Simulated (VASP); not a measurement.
Be: relaxation of cell and atoms with PBEsol

Crystal: Be.

```
Be
1.0
     0.00000    1.97856    1.97856
     1.97856    0.00000    1.97856
     1.97856    1.97856    0.00000
Be
2
Direct
  0.87500 0.87500 0.87500
  0.12500 0.12500 0.12500
```

This isn't the form of Be at room conditions, which is hcp.

```json
{
  "Program": "VASP 6.6.1",
  "Task": "relaxation of cell and atoms",
  "Functional": "PBEsol",
  "Potentials or basis": "VASP PAW PBE potentials, release 64 (Be)",
  "Cutoff": "600 eV",
  "k mesh": "17 × 17 × 17",
  "Occupations": "fermi-dirac, width 0.1 eV",
  "Spin": "no spin polarisation",
  "Target pressure": "80 GPa",
  "Dipole correction": "no",
  "Further INCAR settings": "ALGO = Normal; EDIFF = 1e-06; IBRION = 2; EDIFFG = -0.005; NSW = 32; ISIF = 3"
}
```

The relaxed volume is 7.76 Å³/atom. The relaxed cell is a = 2.800 Å, b = 2.800 Å, c = 2.800 Å, α = 60.00°, β = 60.00°, γ = 60.00°, the space group after relaxing (to 0.1 Å) is Fd-3m (No. 227) and the energy change on relaxing (the run minimises the enthalpy) is -9.1 meV/atom. The ionic steps are 3 and the pressure after relaxing is 80.0 GPa. The band gap on the k mesh is zero (bands 2 and 3 overlap by 9.12 eV).

Step by step:
```tsv
step	energy change (eV)	largest force (eV/Å)	pressure (GPa)	volume (Å³)
1	0.0000	0.0000	80.60	15.49
2	-0.0328	0.0000	79.51	15.56
3	-0.0182	0.0000	79.99	15.53
```

Final structure:
```
Be
1.0
     0.00000    1.98011    1.98011
     1.98011    0.00000    1.98011
     1.98011    1.98011    0.00000
Be
2
Direct
  0.87500 0.87500 0.87500
  0.12500 0.12500 0.12500
```

Levels at points of the mesh, in eV from the Fermi level:
| k point | band 1 | band 2 | band 3 | band 4 | band 5 | band 6 |
| --- | --- | --- | --- | --- | --- | --- |
| (0.00, 0.00, 0.00) | -10.35 | 7.39 | 7.39 | 7.39 | 10.55 | 10.55 |

Wall time 49 s on 1 thread of AMD EPYC 7R13, with other jobs on the host, peak memory 0.11 GiB.

Caveat: the cell is relaxed towards a set pressure, so the run minimises the enthalpy, not the energy; the PAW data sets were made with another functional, which shifts forces and pressure a little.
